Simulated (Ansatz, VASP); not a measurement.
## One calculation of AlP, two programs

```
Al P
1.0
     0.00000    2.75348    2.75348
     2.75348    0.00000    2.75348
     2.75348    2.75348    0.00000
Al P
1 1
Direct
  0.00000 0.00000 0.00000
  0.25000 0.25000 0.25000
```

Alike in both runs: functional PBE; k mesh 8 × 8 × 8; occupations gaussian, width 0.02 eV; no spin polarisation.

Ansatz relaxed the structure, and its values are those at the end. VASP's run is a single point on that final structure, the one shown.

|  | VASP | Ansatz |
| --- | --- | --- |
| version | VASP 6.6.1 | Ansatz 0.2.0 |
| potentials or method | VASP PAW PBE potentials, release 64 (Al, P), cutoff 500 eV | scalar-relativistic, plane waves, PAW |
| valence electrons in the cell | 8 | 8 |

|  | VASP | Ansatz | Ansatz less VASP |
| --- | --- | --- | --- |
| gap on the k mesh at the Fermi level (eV) | 1.63 | 1.63 | +0.002 |
| least direct gap on the mesh (eV) | 3.09 | 3.09 | +0.003 |
| pressure (GPa) | -0.1 | 0.0 | +0.07 |

With one functional, cell and mesh, what is left measures potentials, basis and numerics.
